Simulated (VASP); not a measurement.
# Lu: single point with PBE

The system is Lu.

```
CELL_PARAMETERS angstrom
0.00000 2.14646 2.14646
2.14646 0.00000 2.14646
2.14646 2.14646 0.00000
ATOMIC_POSITIONS crystal
Lu 0.00000 0.00000 0.00000
```

This isn't the form of Lu at room conditions, which is hcp.

| Item | Value |
| --- | --- |
| Program | VASP 6.6.1 |
| Task | single point |
| Functional | PBE |
| Potentials or basis | VASP PAW PBE potentials, release 64 (Lu) |
| Cutoff | 520 eV |
| k mesh | 15 × 15 × 15 |
| Occupations | fermi-dirac, width 0.1 eV |
| Spin | no spin polarisation |
| Dipole correction | no |
| Further INCAR settings | ALGO = Normal; EDIFF = 1e-06; NBANDS = 18 |

The pressure is 32.4 GPa and the band gap on the k mesh is zero (an odd number of electrons rules out a gap without spin polarisation).

Levels at points of the mesh, in eV from the Fermi level:
```csv
k point,band 9,band 10,band 11,band 12,band 13,band 14,band 15,band 16
"(0.00, 0.00, 0.00)",-4.58,-4.38,-4.38,-4.38,2.59,2.59,2.59,6.25
```

Run time: 55 s on 1 thread of Intel Xeon 8259CL, on a shared host, peak memory 0.18 GiB.

Caveat: the cell stands under pressure; spin-orbit coupling is left out, which moves the levels of the heavy elements.
